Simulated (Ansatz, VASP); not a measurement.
# Two plane-wave programs on LiF

POSCAR

```
LiF
1.0
    0.0000000000      1.9946428200      1.9946428200
    1.9946428200      0.0000000000      1.9946428200
    1.9946428200      1.9946428200      0.0000000000
Li F
1 1
Direct
    0.0000000000      0.0000000000      0.0000000000
    0.5000000000      0.5000000000      0.5000000000
```

The input INCAR.step1:

```
SYSTEM = LiF
PREC = Accurate ; ENCUT = 520
EDIFF = 1E-5 ; ISMEAR = -1
SIGMA = 0.02 ; LREAL = .False.
LASPH = .True. ; NELM = 60
ALGO = Normal ; ISIF = 2
LWAVE = .True. ; LCHARG = .False.
NBANDS = 12 ; GGA = PE
```

The input INCAR.step2:

```
SYSTEM = LiF
PREC = Accurate ; ENCUT = 520
EDIFF = 1E-6 ; ISMEAR = -1
SIGMA = 0.02 ; LREAL = .False.
LASPH = .True. ; NELM = 60
ALGO = Normal ; ISIF = 2
LWAVE = .False. ; LCHARG = .False.
GGA = PE ; LHFCALC = .True.
HFSCREEN = 0.2079 ; PRECFOCK = Normal
NBANDS = 12 ; ISTART = 1
```

The input KPOINTS:

```
regular mesh
0
Gamma
  8 8 8
  0 0 0
```

Input for Ansatz:

```yaml
crystal:
  lattice:
    - [0.0, 1.99464282, 1.99464282]
    - [1.99464282, 0.0, 1.99464282]
    - [1.99464282, 1.99464282, 0.0]
  atoms:
    - { symbol: Li, position: [0.0, 0.0, 0.0] }
    - { symbol: F, position: [0.5, 0.5, 0.5] }
  symmetry: { tolerance: 0.0003 }
hamiltonian:
  xc: hse06
  pseudopotentials: { kind: paw, azcp: { folder: soft_1 } }
basis:
  ecutwfc: 420
magnetization:
  spin_polarized: false
scf:
  occupations: { method: fermi_dirac, width: 0.02 }
kpoints:
  mp_grid: { grid: [8, 8, 8], shift: [0, 0, 0] }
  band_path:
    path:
      - [0.0, 0.0, 0.0]
      - [0.5, 0.0, 0.5]
      - [0.625, 0.25, 0.625]
      - [0.375, 0.375, 0.75]
      - [0.0, 0.0, 0.0]
      - [0.5, 0.5, 0.5]
      - [0.5, 0.25, 0.75]
      - [0.5, 0.0, 0.5]
    npoints: 1
output:
  forces: true
  stress: true
  eigenvalues: true
  bader: true
  populations: true
  elf: true
  write_potential: true
  write_density: true
  volumetric_format: npy
  dos:
    e_range: [-12, 8]
    de: 0.05
    projected: { site_lists: { F: [F], Li: [Li] } }
```

Alike in both runs: task single point; functional HSE06; k mesh 8 × 8 × 8; occupations fermi-dirac, width 0.02 eV; no spin polarisation.

|  | VASP | Ansatz |
| --- | --- | --- |
| version | VASP 6.6.1 | Ansatz 0.2.0 |
| potentials or method | VASP PAW PBE potentials, release 64 (Li_sv, F), cutoff 520 eV | PAW plane waves |
| valence electrons in the cell | 10 | 10 |

|  | VASP | Ansatz | Ansatz less VASP |
| --- | --- | --- | --- |
| gap on the k mesh at the Fermi level (eV) | 11.67 | 11.68 | +0.012 |

Ansatz's warnings: stress exchange threshold loose, stress scf threshold loose.

Noted on VASP's run: the cutoff is under 1.25 times that of the potentials, so the pressure is a little rough.
